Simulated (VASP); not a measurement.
# SiC: relaxation of cell and atoms with LDA

Crystal: SiC.

```xyz
4
Lattice="3.0564 0.0000 0.0000 -1.5282 2.6469 0.0000 0.0000 0.0000 5.0159" Properties=species:S:1:pos:R:3 pbc="T T T"
Si    0.0000    1.7646    0.0231
Si    1.5282    0.8823    2.5310
C     0.0000    1.7646    1.9081
C     1.5282    0.8823    4.4160
```

```yaml
Program: VASP 6.6.1
Task: relaxation of cell and atoms
Functional: LDA
Potentials_or_basis: VASP PAW LDA potentials, release 64 (Si, C)
Cutoff: 600 eV
k_mesh: 8 × 8 × 6
Occupations: gaussian, width 0.01 eV
Spin: no spin polarisation
Target_pressure: 4 GPa
Dipole_correction: no
Further_INCAR_settings: ALGO = Normal; EDIFF = 1e-06; IBRION = 2; EDIFFG = -0.002; NSW = 100; ISIF = 3
```

```json
{
  "Relaxed volume": "9.98 Å³/atom",
  "Relaxed cell": "a = 3.040 Å, b = 3.040 Å, c = 4.989 Å, α = 90.00°, β = 90.00°, γ = 120.00°",
  "Space group after relaxing (to 0.05 Å)": "P6_3mc (No. 186)",
  "Energy change on relaxing (the enthalpy is what falls)": "+2.1 meV/atom",
  "Ionic steps": "7",
  "Pressure after relaxing": "4.0 GPa",
  "Band gap on the k mesh": "2.36 eV, indirect (least direct gap 3.94 eV)"
}
```

Step by step:
```csv
step,energy change (eV),largest force (eV/Å),pressure (GPa),volume (Å³)
1,0.0000,0.0006,0.26,40.58
2,0.0377,0.0066,8.75,39.20
3,0.0083,0.0026,3.98,39.95
4,0.0086,0.0027,4.04,39.93
5,0.0082,0.0046,3.97,39.95
6,0.0084,0.0017,4.01,39.94
7,0.0084,0.0005,4.02,39.94
```

Final structure:
```
Si C
1.0
     3.04034    0.00000    0.00000
    -1.52017    2.63301    0.00000
     0.00000    0.00000    4.98908
Si C
2 2
Direct
  0.33333 0.66667 0.00460
  0.66667 0.33333 0.50460
  0.33333 0.66667 0.38040
  0.66667 0.33333 0.88040
```

Levels at points of the mesh, in eV from the valence-band top:
| k point | band 4 | band 5 | band 6 | band 7 | band 8 | band 9 | band 10 | band 11 | band 12 |
| --- | --- | --- | --- | --- | --- | --- | --- | --- | --- |
| (0.00, 0.00, 0.00) | -1.33 | -1.33 | -0.12 | 0.00 | 0.00 | 5.06 | 6.59 | 6.76 | 6.76 |
| (0.50, 0.00, 0.00) | -6.36 | -5.57 | -3.42 | -3.40 | -1.21 | 2.74 | 4.17 | 7.08 | 7.17 |
| (0.00, 0.00, 0.50) | -4.49 | -0.72 | -0.72 | -0.72 | -0.72 | 6.13 | 6.13 | 7.43 | 7.43 |
| (0.50, 0.00, 0.50) | -8.44 | -2.50 | -2.50 | -2.36 | -2.36 | 3.29 | 3.29 | 5.31 | 5.31 |

It took 73 s on 1 thread of Intel Xeon 8259CL, with other jobs on the host, peak memory 0.15 GiB.

Caveat: the cell is relaxed towards a set pressure, so the enthalpy falls and the energy may rise. A hybrid or GW would open this gap; LDA tends to underestimate it.
